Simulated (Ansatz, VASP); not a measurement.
**Two plane-wave programs on TiSi2**

```xyz
6
Lattice="1.7651 -6.7593 0.0000 1.7651 6.7593 0.0000 0.0000 0.0000 3.5652" Properties=species:S:1:pos:R:3 pbc="T T T"
Ti    1.7651   -5.3663    2.6739
Ti    1.7651    5.3663    0.8913
Si    1.7651   -0.8018    2.6739
Si    1.7651    0.8018    0.8913
Si    1.7651    3.3832    2.6739
Si    1.7651   -3.3832    0.8913
```

Alike in both runs: functional PBE; k mesh 10 × 10 × 9; occupations fermi-dirac, width 0.05 eV; no spin polarisation.

Ansatz relaxed the structure, and its values are those at the end. VASP's run is a single point on that final structure, the one shown.

|  | VASP | Ansatz |
| --- | --- | --- |
| version | VASP 6.6.1 | Ansatz 0.2.0 |
| potentials or method | VASP PAW PBE potentials, release 64 (Ti_sv, Si) | plane-wave PAW, scalar-relativistic |
| plane-wave cutoff (eV) | 520 | 420 |
| valence electrons in the cell | 40 | 40 |

|  | VASP | Ansatz | Ansatz less VASP |
| --- | --- | --- | --- |
| pressure (GPa) | 1.6 | 1.7 | +0.04 |
| rms of the force components (eV/Å) | 0.003 | 0.001 | -0.0026 |

The functional is the same, so the differences come from potentials, cutoffs and numerics. Ansatz's warnings: stress scf threshold loose.
